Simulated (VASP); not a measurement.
Ga3As3CO, 8 atoms in the cell. The cell holds a slab with vacuum, 8 atoms: a = 4.014 Å, b = 5.676 Å, c = 23.335 Å, α = 90.00°, β = 90.00°, γ = 90.00°. 

- Program: VASP 6.6.1
- Task: single point
- Functional: PBE
- Dispersion: D3(BJ)
- Potentials or basis: VASP PAW PBE potentials, release 64 (Ga_d, As, O, C)
- Cutoff: 520 eV
- k mesh: 7 × 5 × 1
- Occupations: gaussian, width 0.05 eV
- Spin: no spin polarisation
- Dipole correction: yes
- Further INCAR settings: ALGO = Normal; EDIFF = 1e-06; NBANDS = 42

Potentials or basis: VASP PAW PBE potentials, release 64 (Ga_d, As, O, C).

Command:

```sh
$ cat potpaw_PBE.64/Ga_d/POTCAR potpaw_PBE.64/As/POTCAR potpaw_PBE.64/O/POTCAR potpaw_PBE.64/C/POTCAR > POTCAR
$ mpirun -np 1 vasp_std > vasp.out
```

Hardware: 1 thread of Intel(R) Xeon(R) Platinum 8559C (Emerald Rapids), on a shared host.

Q: How long does it take, and how much memory?

A: It took 5.6 min on 1 thread of Intel(R) Xeon(R) Platinum 8559C (Emerald Rapids) (shared host), peak memory 0.64 GiB. Counts: scf iterations 23, k points 12.
